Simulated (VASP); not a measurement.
# Hf (Im-3m) in VASP: settings compared, part 2 of 2

VASP 6.6.1. Earlier steps stand in the parts before.

## Step 6: Single point, LDA

This run uses another cell than the first one, of 16.75 Å³/atom, 0.712 times its volume.

INCAR reads:

```
ALGO = Normal ; EDIFF = 1E-7
ENCUT = 520 ; ISIF = 2
ISMEAR = -1 ; LASPH = True
LCHARG = False ; LREAL = False
LWAVE = False ; NBANDS = 11
NELM = 60 ; PREC = Accurate
SIGMA = 0.05
```

KPOINTS reads:

```
k-points
0
Gamma
  10 10 10
```

POSCAR reads:

```
Hf
1.0
   -1.6117143035      1.6117143035      1.6117143035
    1.6117143035     -1.6117143035      1.6117143035
    1.6117143035      1.6117143035     -1.6117143035
Hf
1
Direct
    0.0000000000      0.0000000000      0.0000000000
```

Potentials or basis: VASP PAW LDA potentials, release 64 (Hf_pv).

Command:

```bash
$ cat potpaw_LDA.64/Hf_pv/POTCAR > POTCAR
$ mpirun -np 1 vasp_std > vasp.out
```

OUTCAR:

```text
EDIFF = 1E-7
   ENCUT = 520
   ISIF = 2
   ISMEAR = -1
   LASPH = True
   LREAL = False
   NELM = 60
   PREC = Accurate

 ion  position               nearest neighbor table
   1  0.000  0.000  0.000-

  LATTYP: Found a body centered cubic cell.
 ALAT       =     3.2234286070

  Lattice vectors:

 A1 = (  -1.6117143035,   1.6117143035,   1.6117143035)
 A2 = (   1.6117143035,  -1.6117143035,   1.6117143035)
 A3 = (   1.6117143035,   1.6117143035,  -1.6117143035)

Analysis of symmetry for initial positions (statically):
=====================================================================
 Subroutine PRICEL returns:
 Original cell was already a primitive cell.

 Routine SETGRP: Setting up the symmetry group for a
 body centered cubic supercell.

 Subroutine GETGRP returns: Found 48 space group operations
[... 9 lines left out ...]

 Routine SETGRP: Setting up the symmetry group for a
 body centered cubic supercell.

 Subroutine GETGRP returns: Found 48 space group operations
[... 11 lines left out ...]
                                     Primitive cell

  volume of cell :      16.7465

  direct lattice vectors                    reciprocal lattice vectors
    -1.611714303  1.611714303  1.611714303     0.000000000  0.310228679  0.310228679
     1.611714303 -1.611714303  1.611714303     0.310228679  0.000000000  0.310228679
     1.611714303  1.611714303 -1.611714303     0.310228679  0.310228679  0.000000000

  length of vectors
     2.791571061  2.791571061  2.791571061     0.438729606  0.438729606  0.438729606

  position of ions in fractional coordinates (direct lattice)
     0.000000000  0.000000000  0.000000000

  ion indices of the primitive-cell ions
   primitive index   ion index
                 1           1

----------------------------------------------------------------------------------------

 KPOINTS: k-points

Automatic generation of k-mesh.
 Grid dimensions read from file:
 generate k-points for:   10   10   10

[... 82 lines left out ...]
     AMIX     =   0.40;   BMIX     =  1.00
     AMIX_MAG =   1.60;   BMIX_MAG =  1.00
  volume/ion in A,a.u.               =      16.75       113.01
  Fermi-wavevector in a.u.,A,eV,Ry     =   1.378585  2.605147 25.857813  1.900496
  Thomas-Fermi vector in A             =   2.503633
   LORBIT       =      0    0 simple, 1 ext, 2 COOP (PROOUT), +10 PAW based schemes
   GGA     = CA    functional components
   LHFCALC =     F    Hartree Fock is set to
   AEXX    =    0.0000 exact exchange contribution
   IVDW    =     0    specifies the selected vdW correction
   LEPSILON=     F    determine dielectric tensor
   LRPA    =     F    only Hartree local field effects (RPA)
 non-spin polarized calculation
  energy-cutoff  :      520.00
  volume of cell :       16.75
 maximum number of plane-waves:       466
 NGX is ok and might be reduce to    24
   NGX = 11   NGY = 11   NGZ = 11

 number of electron      10.0000000 magnetization

 number of electron       9.9999999 magnetization

 Free energy of the ion-electron system (eV)
  ---------------------------------------------------
  ext. energy  EPLUGINS =         0.00000000
  ---------------------------------------------------
  free energy    TOTEN  =       -10.25664326 eV

  energy without entropy =      -10.24808937  energy(sigma->0) =      -10.25236632

 E-fermi :   6.6463     XC(G=0): -12.8497

 val. band max:        6.6113834307   @ k =   0.2000   0.2000   0.0000
 cond. band min:       6.7113363198   @ k =  -0.3000   0.3000   0.1000
 fundamental gap:      0.0999528891
 Fermi energy:         6.6462804616

 k-point     1 :       0.0000    0.0000    0.0000
  band No.  band energies     occupation
      1     -21.9045      2.00000
      2     -21.9045      2.00000
      3     -21.9045      2.00000
      4      -1.1110      2.00000
      5       8.2409      0.00000
      6       8.2409      0.00000
      7       8.2409      0.00000
      8      11.9606      0.00000
      9      11.9606      0.00000
     10      19.9406      0.00000
     11      21.4477      0.00000
[... 309 lines left out ...]
 k-point    24 :      -0.3000    0.3000    0.1000
  band No.  band energies     occupation
      1     -23.2929      2.00000
      2     -22.4043      2.00000
      3     -22.0784      2.00000
      4       2.4771      2.00000
      5       6.7113      0.42795
      6       6.7965      0.09454
      7      10.2555      0.00000
      8      12.4479      0.00000
      9      13.3742      0.00000
     10      19.9325      0.00000
     11      21.5170      0.00000

 [... further k-points ...]
[... 5 lines left out ...]
  --------------------------------------------------------------------------------------
  -------------------------------------------------------------------------------------
  Total        3.1632096      3.1632096      3.1632096     -0.0000000     -0.0000000     -0.0000000
  in kB      302.6316744    302.6316744    302.6316744     -0.0000000     -0.0000000     -0.0000000
  external PRESSURE =     302.6316744 kB  Pullay stress =       0.0000000 kB

 VOLUME and BASIS-vectors are now :
 -----------------------------------------------------------------------------
  energy-cutoff  :      520.00
  volume of cell :       16.75
      direct lattice vectors                 reciprocal lattice vectors
    -1.611714303  1.611714303  1.611714303     0.000000000  0.310228679  0.310228679
     1.611714303 -1.611714303  1.611714303     0.310228679  0.000000000  0.310228679
     1.611714303  1.611714303 -1.611714303     0.310228679  0.310228679  0.000000000

 POSITION                                       TOTAL-FORCE (eV/Angst)
 -----------------------------------------------------------------------------------
      0.00000      0.00000      0.00000         0.000000      0.000000      0.000000
 -----------------------------------------------------------------------------------
    total drift:                                0.000000      0.000000      0.000000

  FREE ENERGIE OF THE ION-ELECTRON SYSTEM (eV)
  ---------------------------------------------------
  free  energy   TOTEN  =       -10.2566432650 eV

  energy  without entropy=      -10.2480893715  energy(sigma->0) =      -10.25236632
```

OSZICAR:

```text
N       E                     dE             d eps       ncg     rms          rms(c)
DAV:   1     0.130500700438E+02    0.13050E+02   -0.58167E+03  1066   0.874E+02
DAV:   2    -0.101173057379E+02   -0.23167E+02   -0.22406E+02  1286   0.161E+02
DAV:   3    -0.104839340711E+02   -0.36663E+00   -0.36498E+00  1251   0.140E+01
DAV:   4    -0.104847509563E+02   -0.81689E-03   -0.81684E-03  1130   0.810E-01
DAV:   5    -0.104847533246E+02   -0.23684E-05   -0.23685E-05  1233   0.396E-02    0.496E+01
DAV:   6    -0.103203132134E+02    0.16444E+00   -0.12305E-01  1157   0.254E+00    0.292E+01
DAV:   7    -0.102587295232E+02    0.61584E-01   -0.17445E-01  1142   0.295E+00    0.133E+00
DAV:   8    -0.102566332230E+02    0.20963E-02   -0.86027E-03  1121   0.713E-01    0.117E-01
DAV:   9    -0.102566426641E+02   -0.94411E-05   -0.73879E-05  1233   0.858E-02    0.366E-02
DAV:  10    -0.102566434343E+02   -0.77020E-06   -0.59526E-06  1148   0.191E-02    0.271E-02
DAV:  11    -0.102566432653E+02    0.16900E-06   -0.38219E-07  1142   0.505E-03    0.267E-03
DAV:  12    -0.102566432650E+02    0.33560E-09   -0.12251E-08   580   0.991E-04
   1 F= -.10256643E+02 E0= -.10252366E+02  d E =-.855389E-02
```

Wall time 6.2 s (1 thread of Intel Xeon 8259CL, shared host); peak memory 0.13 GiB.

What came out:

* Free energy: -10.2566 eV
* Pressure: 30.3 GPa
* Band gap on the k mesh: zero (band 5 reaches 8.24 eV, above the bottom of band 6 at 5.93 eV)

Levels at points of the mesh, in eV from the Fermi level:
| k point | band 3 | band 4 | band 5 | band 6 | band 7 | band 8 |
| --- | --- | --- | --- | --- | --- | --- |
| (0.00, 0.00, 0.00) | -28.55 | -7.76 | 1.59 | 1.59 | 1.59 | 5.31 |
| (0.50, 0.00, 0.00) | -28.58 | -4.40 | -1.22 | 2.86 | 5.38 | 6.69 |
| (0.50, 0.50, 0.50) | -29.94 | -4.10 | -4.10 | 9.15 | 9.15 | 9.15 |

Caveat: spin-orbit coupling is left out, which moves the levels of the heavy elements.

## Step 7: Overview

```tsv
level	potentials or basis	cell	smearing	gap on the mesh (eV)	pressure (GPa)
PBE	VASP PAW PBE potentials, release 64 (Hf_pv)	a = 3.126 Å, angles 109.5°, 1 atom	gaussian 0.014 eV	none	-5.3
PBE	VASP PAW PBE potentials, release 64 (Hf_pv)	a = 3.126 Å, angles 109.5°, 1 atom	gaussian 0.015 eV	none	-5.3
PBE	VASP PAW PBE potentials, release 64 (Hf_pv)	a = 3.126 Å, angles 109.5°, 1 atom	gaussian 0.016 eV	none	-5.3
PBE	VASP PAW PBE potentials, release 64 (Hf_pv)	a = 3.126 Å, angles 109.5°, 1 atom	gaussian 0.017 eV	none	-5.3
LDA	VASP PAW LDA potentials, release 64 (Hf_pv)	a = 2.792 Å, angles 109.5°, 1 atom	fermi-dirac 0.05 eV	none	30.3
```

Alike in all rows: task single point; no spin polarisation; k mesh 10 × 10 × 10; cutoff (eV) 520.

Caveats: spin-orbit coupling is left out, which moves the levels of the heavy elements.

Total energies depend on the potentials used, so only differences within one code and one set of settings carry meaning.
